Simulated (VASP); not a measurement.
## AlNi (CsCl type): single point with PBE

The system is AlNi (CsCl type).

```
CELL_PARAMETERS angstrom
2.84342 0.00000 0.00000
0.00000 2.84342 0.00000
0.00000 0.00000 2.84342
ATOMIC_POSITIONS crystal
Ni 0.00000 0.00000 0.00000
Al 0.50000 0.50000 0.50000
```

| Quantity | Value |
| --- | --- |
| Program | VASP 6.6.1 |
| Task | single point |
| Functional | PBE |
| Potentials or basis | VASP PAW PBE potentials, release 64 (Ni, Al) |
| Cutoff | 520 eV |
| k mesh | 14 × 14 × 14 |
| Occupations | fermi-dirac, width 0.05 eV |
| Spin | no spin polarisation |
| Dipole correction | no |
| Further INCAR settings | ALGO = Normal; EDIFF = 1e-07; NBANDS = 14 |

- Pressure: 9.3 GPa

Levels at points of the mesh, in eV from the Fermi level:
```
           k point  band 5  band 6  band 7  band 8  band 9  band 10
(0.00, 0.00, 0.00)   -1.60   -1.60    5.70    5.70    5.70     8.28
(0.50, 0.00, 0.00)   -2.34   -1.50   -0.64    8.35   10.24    10.24
(0.50, 0.50, 0.00)   -2.16   -2.16   -1.04    1.58    2.69    12.75
(0.50, 0.50, 0.50)   -1.01    2.00    2.00    2.00    4.07     4.64
```

Run time: 12 s on 1 thread of Intel(R) Xeon(R) 6975P-C (Granite Rapids), on a shared host, peak memory 0.16 GiB.

Spin polarisation is off, so any magnetic state and its effect on volume and gap are missing.
